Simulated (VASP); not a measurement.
The system is BP.

```
B P
1.0
     0.00000    2.26900    2.26900
     2.26900    0.00000    2.26900
     2.26900    2.26900    0.00000
B P
1 1
Cartesian
  0.0000 0.0000 0.0000
  1.1345 1.1345 1.1345
```

Base run:

```yaml
Program: VASP 6.6.1
Functional: revPBE
Potentials_or_basis: VASP PAW PBE potentials, release 64 (B, P)
Cutoff: 500 eV
k_mesh: 8 × 8 × 8
Occupations: gaussian, width 0.01 eV
Spin: no spin polarisation
```

Its results: band gap on the k mesh 1.28 eV, indirect (least direct gap 3.39 eV); pressure 2.9 GPa.

Task: The run is repeated on the same cell with these changes: functional from revPBE to RPBE. What comes out?

Result: Band gap on the k mesh 1.28 eV, indirect (least direct gap 3.39 eV); pressure 3.5 GPa.

Caveats: the PAW data sets were made with another functional, which shifts forces and pressure a little.

A k mesh can miss the band edges.
